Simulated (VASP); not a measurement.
# CoO (I4/mmm) in VASP: further runs

The runs below take CoO through single point, with PBE+U.

Everything below comes from runs of VASP 6.6.1. Logs are shortened: lines on timing, memory, paths and dates and some standing lists are left out, and cuts for length are marked.

### 1 The cell of the first run

The structure is tetragonal, space group I4/mmm (No. 139). The conventional cell has a = 3.016 Å, b = 3.016 Å, c = 4.215 Å, α = 90.00°, β = 90.00°, γ = 90.00°. Co (site symmetry 4/mmm) has 6 O at 2.11 to 2.13 Å within 2.8 Å. O (site symmetry 4/mmm) has 6 Co at 2.11 to 2.13 Å within 2.8 Å.

### 2 Single point, PBE+U, collinear spin, ferromagnetic start

Contents of INCAR:

```
ALGO = Normal
EDIFF = 1E-7
ENCUT = 520
GGA = PE
ISIF = 2
ISMEAR = 0
ISPIN = 2
LASPH = T
LCHARG = F
LDAU = T
LDAUJ = 0 0
LDAUL = 2 -1
LDAUPRINT = 1
LDAUTYPE = 2
LDAUU = 8 0
LMAXMIX = 4
LORBIT = 11
LREAL = F
LWAVE = F
MAGMOM = 3 3 0 0
NBANDS = 27
NELM = 150
PREC = Accurate
SIGMA = 0.05
```

Contents of KPOINTS:

```
k-points
0
Gamma
  8 8 8
```

Contents of POSCAR:

```
CoO
1.0
   -1.5080004400      1.5080004400      2.1072503600
    1.5080004400     -1.5080004400      2.1072503600
    3.0160008800      3.0160008800     -4.2145007200
Co O
2 2
Direct
    0.0000000000      0.0000000000      0.0000000000
    0.0000000000      0.0000000000      0.5000000000
    0.5000000000      0.5000000000      0.0000000000
    0.5000000000      0.5000000000      0.5000000000
```

Potentials or basis: VASP PAW PBE potentials, release 64 (Co, O).

Run with:

```bash
$ cat potpaw_PBE.64/Co/POTCAR potpaw_PBE.64/O/POTCAR > POTCAR
$ mpirun -np 1 vasp_std > vasp.out
```

OUTCAR:

```text
EDIFF = 1E-7
   ENCUT = 520
   GGA = PE
   ISIF = 2
   ISMEAR = 0
   ISPIN = 2
   LASPH = T
   LORBIT = 11
   LREAL = F
   NELM = 150
   PREC = Accurate

 ion  position               nearest neighbor table
   1  0.000  0.000  0.000-   3 2.11   3 2.11   3 2.13   3 2.13   4 2.13   4 2.13   2 3.00   2 3.00
                             2 3.00   2 3.00   2 3.02   2 3.02   2 3.02   2 3.02
   2  0.000  0.000  0.500-   4 2.11   4 2.11   4 2.13   4 2.13   3 2.13   3 2.13   1 3.00   1 3.00
                             1 3.00   1 3.00   1 3.02   1 3.02   1 3.02   1 3.02
   3  0.500  0.500  0.000-   1 2.11   1 2.11   1 2.13   1 2.13   2 2.13   2 2.13
   4  0.500  0.500  0.500-   2 2.11   2 2.11   2 2.13   2 2.13   1 2.13   1 2.13

  LATTYP: Found a base centered orthorhombic cell.
 ALAT       =     4.2145007200
 B/A-ratio  =     1.0120461787
 C/A-ratio  =     1.0120461787

  Lattice vectors:

 A1 = (  -1.5080004400,   1.5080004400,   2.1072503600)
 A2 = (   1.5080004400,  -1.5080004400,   2.1072503600)
 A3 = (   3.0160008800,   3.0160008800,   0.0000000000)

Analysis of symmetry for initial positions (statically):
=====================================================================
 Subroutine PRICEL returns following result:

  LATTYP: Found a body centered tetragonal cell.
 ALAT       =     3.0160008800
 C/A-ratio  =     1.3973804676
[... 12 lines left out ...]
 Subroutine GETGRP returns: Found  8 space group operations
 (whereof  8 operations were pure point group operations)
 out of a pool of  8 trial point group operations.

The static configuration has the point symmetry D_2h.

Analysis of symmetry for dynamics (positions and initial velocities):
=====================================================================
 Subroutine PRICEL returns following result:

  LATTYP: Found a body centered tetragonal cell.
 ALAT       =     3.0160008800
 C/A-ratio  =     1.3973804676
[... 12 lines left out ...]
 Subroutine GETGRP returns: Found  8 space group operations
 (whereof  8 operations were pure point group operations)
 out of a pool of  8 trial point group operations.

The dynamic configuration has the point symmetry D_2h.

Analysis of structural, dynamic, and magnetic symmetry:
=====================================================================
 Subroutine PRICEL returns following result:

  LATTYP: Found a body centered tetragonal cell.
 ALAT       =     3.0160008800
 C/A-ratio  =     1.3973804676
[... 12 lines left out ...]
 Subroutine GETGRP returns: Found  8 space group operations
 (whereof  8 operations were pure point group operations)
 out of a pool of  8 trial point group operations.

The overall configuration has the point symmetry D_2h.

 Subroutine INISYM returns: Found  8 space group operations
 (whereof  8 operations are pure point group operations),
 and found     2 'primitive' translations

----------------------------------------------------------------------------------------

                                     Primitive cell

  volume of cell :      19.1681

  direct lattice vectors                    reciprocal lattice vectors
    -1.508000440  1.508000440  2.107250360     0.000000000  0.331564890  0.237276030
     1.508000440 -1.508000440  2.107250360     0.331564890  0.000000000  0.237276030
     1.508000440  1.508000440 -2.107250360     0.331564890  0.331564890  0.000000000

  length of vectors
     2.998105191  2.998105191  2.998105191     0.407719500  0.407719500  0.468903564

  position of ions in fractional coordinates (direct lattice)
     0.000000000  0.000000000  0.000000000
     0.500000000  0.500000000  0.000000000

  ion indices of the primitive-cell ions
   primitive index   ion index
                 1           1
                 2           3

----------------------------------------------------------------------------------------

 KPOINTS: k-points

Automatic generation of k-mesh.
 Grid dimensions read from file:
 generate k-points for:    8    8    8

 Generating k-lattice:

[... 80 lines left out ...]
     AMIX     =   0.40;   BMIX     =  1.00
     AMIX_MAG =   1.60;   BMIX_MAG =  1.00
  volume/ion in A,a.u.               =       9.58        64.68
  Fermi-wavevector in a.u.,A,eV,Ry     =   1.508617  2.850872 30.965828  2.275924
  Thomas-Fermi vector in A             =   2.619047
   LORBIT       =     11    0 simple, 1 ext, 2 COOP (PROOUT), +10 PAW based schemes
 LDA+U is selected, type is set to LDAUTYPE =  2
   angular momentum for each species LDAUL =     2   -1
   U (eV)           for each species LDAUU =   8.0  0.0
   J (eV)           for each species LDAUJ =   0.0  0.0
   GGA     = PE    functional components
   LHFCALC =     F    Hartree Fock is set to
   AEXX    =    0.0000 exact exchange contribution
   IVDW    =     0    specifies the selected vdW correction
   LEPSILON=     F    determine dielectric tensor
   LRPA    =     F    only Hartree local field effects (RPA)
 spin polarized calculation
 Gauss-broadening in eV      SIGMA  =   0.05
  energy-cutoff  :      520.00
  volume of cell :       38.34
 maximum number of plane-waves:      1048
 NGX is ok and might be reduce to    24
   NGX = 11   NGY = 11   NGZ = 23

atom =   1  type =  1  l = 2

 onsite density matrix

spin component  1

  1.0369 -0.0000  0.0007 -0.0000 -0.0000
 -0.0000  0.9849  0.0000 -0.0009 -0.0000
  0.0007  0.0000  1.0421  0.0000 -0.0000
 -0.0000 -0.0009  0.0000  0.9849  0.0000
 -0.0000 -0.0000 -0.0000  0.0000  0.9833

spin component  2

  0.0853  0.0000  0.0102  0.0000  0.0000
  0.0000  0.5031 -0.0000  0.4789 -0.0000
  0.0102 -0.0000  0.1024 -0.0000  0.0000
  0.0000  0.4789 -0.0000  0.5031  0.0000
  0.0000 -0.0000  0.0000  0.0000  0.9812

 occupancies and eigenvectors

  o =  0.0242  v =  0.0000  0.0000  0.0000  0.0000  0.0000 -0.0000  0.7071  0.0000 -0.7071  0.0000      0.0000  0.0000  0.0000  0.0000  0.0000  0.0000  0.0000  0.0000  0.0000  0.0000
  o =  0.0806  v =  0.0000  0.0000  0.0000  0.0000  0.0000  0.9066  0.0000 -0.4221 -0.0000  0.0000      0.0000  0.0000  0.0000  0.0000  0.0000  0.0000  0.0000  0.0000  0.0000  0.0000
  o =  0.1072  v =  0.0000  0.0000  0.0000  0.0000  0.0000 -0.4221  0.0000 -0.9066 -0.0000  0.0000      0.0000  0.0000  0.0000  0.0000  0.0000  0.0000  0.0000  0.0000  0.0000  0.0000
  o =  0.9812  v =  0.0000  0.0000  0.0000  0.0000  0.0000 -0.0000 -0.0000 -0.0000 -0.0000 -1.0000      0.0000  0.0000  0.0000  0.0000  0.0000  0.0000  0.0000  0.0000  0.0000  0.0000
  o =  0.9820  v =  0.0000  0.0000  0.0000  0.0000  0.0000  0.0000  0.7071 -0.0000  0.7071 -0.0000      0.0000  0.0000  0.0000  0.0000  0.0000  0.0000  0.0000  0.0000  0.0000  0.0000
  o =  0.9833  v = -0.0000  0.0000  0.0000 -0.0000  1.0000  0.0000  0.0000  0.0000  0.0000  0.0000      0.0000  0.0000  0.0000  0.0000  0.0000  0.0000  0.0000  0.0000  0.0000  0.0000
  o =  0.9840  v = -0.0000 -0.7071  0.0000 -0.7071 -0.0000  0.0000  0.0000  0.0000  0.0000  0.0000      0.0000  0.0000  0.0000  0.0000  0.0000  0.0000  0.0000  0.0000  0.0000  0.0000
  o =  0.9858  v =  0.0000 -0.7071  0.0000  0.7071  0.0000  0.0000  0.0000  0.0000  0.0000  0.0000      0.0000  0.0000  0.0000  0.0000  0.0000  0.0000  0.0000  0.0000  0.0000  0.0000
  o =  1.0368  v = -0.9913  0.0000  0.1316  0.0000 -0.0000  0.0000  0.0000  0.0000  0.0000  0.0000      0.0000  0.0000  0.0000  0.0000  0.0000  0.0000  0.0000  0.0000  0.0000  0.0000
  o =  1.0422  v =  0.1316  0.0000  0.9913 -0.0000 -0.0000  0.0000  0.0000  0.0000  0.0000  0.0000      0.0000  0.0000  0.0000  0.0000  0.0000  0.0000  0.0000  0.0000  0.0000  0.0000

atom =   2  type =  1  l = 2

 onsite density matrix

spin component  1

  1.0369 -0.0000  0.0007  0.0000 -0.0000
 -0.0000  0.9849  0.0000 -0.0009 -0.0000
  0.0007  0.0000  1.0421 -0.0000 -0.0000
  0.0000 -0.0009 -0.0000  0.9849 -0.0000
 -0.0000 -0.0000 -0.0000 -0.0000  0.9833

spin component  2

  0.0853  0.0000  0.0102 -0.0000  0.0000
  0.0000  0.5031 -0.0000  0.4789 -0.0000
  0.0102 -0.0000  0.1024  0.0000 -0.0000
 -0.0000  0.4789  0.0000  0.5031 -0.0000
  0.0000 -0.0000 -0.0000 -0.0000  0.9812

 occupancies and eigenvectors

  o =  0.0242  v =  0.0000  0.0000  0.0000  0.0000  0.0000  0.0000 -0.7071 -0.0000  0.7071 -0.0000      0.0000  0.0000  0.0000  0.0000  0.0000  0.0000  0.0000  0.0000  0.0000  0.0000
  o =  0.0806  v =  0.0000  0.0000  0.0000  0.0000  0.0000  0.9066  0.0000 -0.4221 -0.0000 -0.0000      0.0000  0.0000  0.0000  0.0000  0.0000  0.0000  0.0000  0.0000  0.0000  0.0000
  o =  0.1072  v =  0.0000  0.0000  0.0000  0.0000  0.0000 -0.4221 -0.0000 -0.9066  0.0000 -0.0000      0.0000  0.0000  0.0000  0.0000  0.0000  0.0000  0.0000  0.0000  0.0000  0.0000
  o =  0.9812  v =  0.0000  0.0000  0.0000  0.0000  0.0000  0.0000 -0.0000  0.0000 -0.0000 -1.0000      0.0000  0.0000  0.0000  0.0000  0.0000  0.0000  0.0000  0.0000  0.0000  0.0000
  o =  0.9820  v =  0.0000  0.0000  0.0000  0.0000  0.0000 -0.0000 -0.7071 -0.0000 -0.7071  0.0000      0.0000  0.0000  0.0000  0.0000  0.0000  0.0000  0.0000  0.0000  0.0000  0.0000
  o =  0.9833  v = -0.0000  0.0000  0.0000  0.0000  1.0000  0.0000  0.0000  0.0000  0.0000  0.0000      0.0000  0.0000  0.0000  0.0000  0.0000  0.0000  0.0000  0.0000  0.0000  0.0000
  o =  0.9840  v =  0.0000  0.7071 -0.0000  0.7071 -0.0000  0.0000  0.0000  0.0000  0.0000  0.0000      0.0000  0.0000  0.0000  0.0000  0.0000  0.0000  0.0000  0.0000  0.0000  0.0000
  o =  0.9858  v =  0.0000  0.7071 -0.0000 -0.7071 -0.0000  0.0000  0.0000  0.0000  0.0000  0.0000      0.0000  0.0000  0.0000  0.0000  0.0000  0.0000  0.0000  0.0000  0.0000  0.0000
  o =  1.0368  v = -0.9913  0.0000  0.1316 -0.0000 -0.0000  0.0000  0.0000  0.0000  0.0000  0.0000      0.0000  0.0000  0.0000  0.0000  0.0000  0.0000  0.0000  0.0000  0.0000  0.0000
  o =  1.0422  v =  0.1316  0.0000  0.9913 -0.0000 -0.0000  0.0000  0.0000  0.0000  0.0000  0.0000      0.0000  0.0000  0.0000  0.0000  0.0000  0.0000  0.0000  0.0000  0.0000  0.0000

 number of electron      30.0000011 magnetization       6.0000051

 Free energy of the ion-electron system (eV)
  ---------------------------------------------------
  ext. energy  EPLUGINS =         0.00000000
  ---------------------------------------------------
  free energy    TOTEN  =       -22.36080637 eV

  energy without entropy =      -22.36080637  energy(sigma->0) =      -22.36080637

 E-fermi :   7.1466     XC(G=0): -12.3673

 val. band max:        6.8249016250   @ k =   0.5000  -0.0000   0.0000
 cond. band min:       8.9539316339   @ k =   0.0000   0.0000   0.0000
 fundamental gap:      2.1290300089
 Fermi energy:         7.1466384035

 spin component 1

 k-point     1 :       0.0000    0.0000    0.0000
  band No.  band energies     occupation
      1     -11.7744      1.00000
      2     -10.8139      1.00000
      3      -0.8800      1.00000
      4      -0.4119      1.00000
      5      -0.3421      1.00000
      6      -0.1427      1.00000
[... 1433 lines left out ...]
     26      23.7582      0.00000
     27      28.2451      0.00000

 [... further k-points ...]

------------------------ aborting loop because EDIFF is reached ----------------------------------------

  FORCE on cell =-STRESS in cart. coord.  units (eV):
  Direction    XX          YY          ZZ          XY          YZ          ZX
  --------------------------------------------------------------------------------------
  -------------------------------------------------------------------------------------
  Total        1.2569141      1.2569141      0.4176878      1.3468269      0.0000000      0.0000000
  in kB       52.5299673     52.5299673     17.4563467     56.2876743      0.0000000      0.0000000
  external PRESSURE =      40.8387604 kB  Pullay stress =       0.0000000 kB

 VOLUME and BASIS-vectors are now :
 -----------------------------------------------------------------------------
  energy-cutoff  :      520.00
  volume of cell :       38.34
      direct lattice vectors                 reciprocal lattice vectors
    -1.508000440  1.508000440  2.107250360     0.000000000  0.331564890  0.237276030
     1.508000440 -1.508000440  2.107250360     0.331564890  0.000000000  0.237276030
     3.016000880  3.016000880 -4.214500720     0.165782445  0.165782445  0.000000000

 POSITION                                       TOTAL-FORCE (eV/Angst)
 -----------------------------------------------------------------------------------
      0.00000      0.00000      0.00000         0.000000     -0.000000     -0.000000
      1.50800      1.50800     -2.10725         0.000000     -0.000000      0.000000
      0.00000      0.00000      2.10725         0.000000     -0.000000      0.000000
      1.50800      1.50800      0.00000        -0.000000      0.000000     -0.000000
 -----------------------------------------------------------------------------------
    total drift:                               -0.000000      0.000000      0.000000

  FREE ENERGIE OF THE ION-ELECTRON SYSTEM (eV)
  ---------------------------------------------------
  free  energy   TOTEN  =       -22.3608063706 eV

  energy  without entropy=      -22.3608063706  energy(sigma->0) =      -22.36080637

 total charge

# of ion       s       p       d       tot
------------------------------------------
    1        0.310   0.381   7.179   7.870
    2        0.310   0.381   7.179   7.870
    3        1.548   3.490   0.000   5.037
    4        1.548   3.490   0.000   5.037
--------------------------------------------------
tot          3.714   7.743  14.358  25.815

 magnetization (x)

# of ion       s       p       d       tot
------------------------------------------
    1        0.021   0.019   2.851   2.890
    2        0.021   0.019   2.851   2.890
    3        0.013   0.093   0.000   0.107
    4        0.013   0.093   0.000   0.107
--------------------------------------------------
tot          0.069   0.224   5.701   5.994
```

Wall time 4.7 min (1 thread of Intel Xeon 8259CL, shared host); peak memory 0.3 GiB.

What came out:

```
Free energy                                           : -22.3608 eV
Pressure                                              : 4.1 GPa
Band gap on the k mesh                                : 2.13 eV
Net moment                                            : 6.00 μB per cell
Site moments                                          : Co +2.89; O +0.11 μB
Valence electrons inside the program's atomic spheres : Co 7.87; O 5.04
```

Levels at points of the mesh, in eV from the valence-band top:
Spin up:
```tsv
k point	band 14	band 15	band 16	band 17	band 18	band 19	band 20	band 21	band 22	band 23
(0.00, 0.00, 0.00)	-2.78	-2.69	-1.49	-1.45	-1.24	2.38	6.88	10.23	11.48	16.11
(0.50, 0.00, 0.00)	-3.41	-0.27	-0.27	0.00	0.00	6.34	6.34	10.73	10.73	14.50
(0.50, 0.50, 0.00)	-4.45	-2.85	-2.84	-2.56	-2.48	7.04	7.05	10.83	10.97	11.28
(0.00, 0.00, 0.50)	-2.46	-1.80	-1.80	-1.75	-1.75	6.03	6.03	11.78	11.78	13.72
(0.50, 0.00, 0.50)	-3.44	-1.98	-1.98	-0.43	-0.43	7.74	7.74	11.26	11.26	11.55
(0.50, 0.50, 0.50)	-3.27	-3.26	-3.26	-1.79	-1.79	9.26	9.26	10.88	10.88	11.04
```
Spin down:
```
           k point  band 9  band 10  band 11  band 12  band 13  band 14  band 15  band 16
(0.00, 0.00, 0.00)   -2.43    -1.24    -1.20    -1.05     2.13     2.95     3.61     3.64
(0.50, 0.00, 0.00)   -1.80    -1.80    -1.62    -1.62     4.77     4.77     5.79     5.79
(0.50, 0.50, 0.00)   -2.52    -2.51    -2.36    -2.28     4.36     4.37     5.14     5.15
(0.00, 0.00, 0.50)   -1.29    -1.29    -1.25    -1.25     2.84     2.84     3.83     3.83
(0.50, 0.00, 0.50)   -2.53    -2.53    -1.25    -1.25     4.75     4.75     5.58     5.58
(0.50, 0.50, 0.50)   -2.29    -2.29    -2.29    -2.29     4.40     4.40     5.15     5.15
```

Eigenvalues of the final occupation matrices:
```
    site  spin  trace               eigenvalues
site 1 d     1   5.03  0.98 0.98 0.99 1.04 1.04
site 1 d     2   2.18  0.02 0.08 0.11 0.98 0.98
site 2 d     1   5.03  0.98 0.98 0.99 1.04 1.04
site 2 d     2   2.18  0.02 0.08 0.11 0.98 0.98
```

Caveat: the cell stands under pressure. A k mesh can miss the band edges.

(Part 1 of 2 ends here.)
